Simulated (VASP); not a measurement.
Set up this calculation in VASP 6.6.1, as the native input.

```
Task                   : relaxation of shape and atoms at fixed volume
Functional             : PBE
Potentials or basis    : VASP PAW PBE potentials, release 64 (C)
Cutoff                 : 600 eV
k mesh                 : 18 × 18 × 6
Occupations            : gaussian, width 0.1 eV
Spin                   : no spin polarisation
Dipole correction      : no
Further INCAR settings : ALGO = Normal; EDIFF = 1e-06; IBRION = 2; EDIFFG = -0.01; NSW = 50; ISIF = 4
```

The structure of C lies in POSCAR:

```
C
1.0
    2.4902938621      0.0000000000      0.0000000000
   -1.2451469310      2.1566577474      0.0000000000
    0.0000000000      0.0000000000      8.8522547966
C
4
Direct
    0.0000000000      0.0000000000      0.0025000000
    0.0000000000      0.0000000000      0.5025000000
    0.3333333333      0.6666666667      0.0025000000
    0.6666666667      0.3333333333      0.5025000000
```

One way to write it, as run:

INCAR

```
PREC = Accurate
ENCUT = 600
EDIFF = 1E-6
ISMEAR = 0
SIGMA = 0.1
LREAL = F
LASPH = T
NELM = 100
ALGO = Normal
ISIF = 4
LWAVE = F
LCHARG = F
GGA = PE
IBRION = 2
NSW = 50
EDIFFG = -0.01
```

KPOINTS

```
Automatic mesh
0
Gamma
  18 18 6
```

Potentials or basis: VASP PAW PBE potentials, release 64 (C).

Command:

```bash
$ cat potpaw_PBE.64/C/POTCAR > POTCAR
$ mpirun -np 1 vasp_std > vasp.out
```

It gave:

| Property | Result |
| --- | --- |
| Energy gained by relaxing | 5.6 meV/atom |
| Ionic steps | 3 |
| Pressure after relaxing | -0.3 GPa |
| Band gap on the k mesh | zero (filled and empty bands touch) |

Caveat: this functional lacks dispersion, which binds layers or chains, so the pressure and a relaxed spacing across them are unreliable.

It took 4.6 min on 1 thread of Intel Xeon 8259CL, with other jobs on the host, peak memory 0.22 GiB.
